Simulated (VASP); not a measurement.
A run of VASP 6.6.1:

INCAR

```
PREC = Accurate ; ENCUT = 520
EDIFF = 1E-6 ; ISMEAR = -1
SIGMA = 0.1 ; LREAL = F
LASPH = T ; NELM = 60
ALGO = Normal ; ISIF = 2
LWAVE = F ; LCHARG = F
GGA = PE ; NBANDS = 20
```

The input KPOINTS:

```
regular mesh
0
Gamma
  18 18 10
```

File POSCAR:

```
Nb
1.0
    2.4577168726      0.0000000000      0.0000000000
   -1.2288584363      2.1284452470      0.0000000000
    0.0000000000      0.0000000000      4.3083649772
Nb
2
Direct
    0.3333333333      0.6666666667      0.2500000000
    0.6666666667      0.3333333333      0.7500000000
```

Potentials or basis: VASP PAW PBE potentials, release 64 (Nb_sv).

Launch:

```bash
$ cat potpaw_PBE.64/Nb_sv/POTCAR > POTCAR
$ mpirun -np 1 vasp_std > vasp.out
```

Hardware: 1 thread of Intel(R) Xeon(R) 6975P-C (Granite Rapids), on a shared host.

Q: How long does it take, and how much memory?

A: Run time: 38 s on 1 thread of Intel(R) Xeon(R) 6975P-C (Granite Rapids), on a shared host, peak memory 0.18 GiB. Counts: scf iterations 12, k points 222.
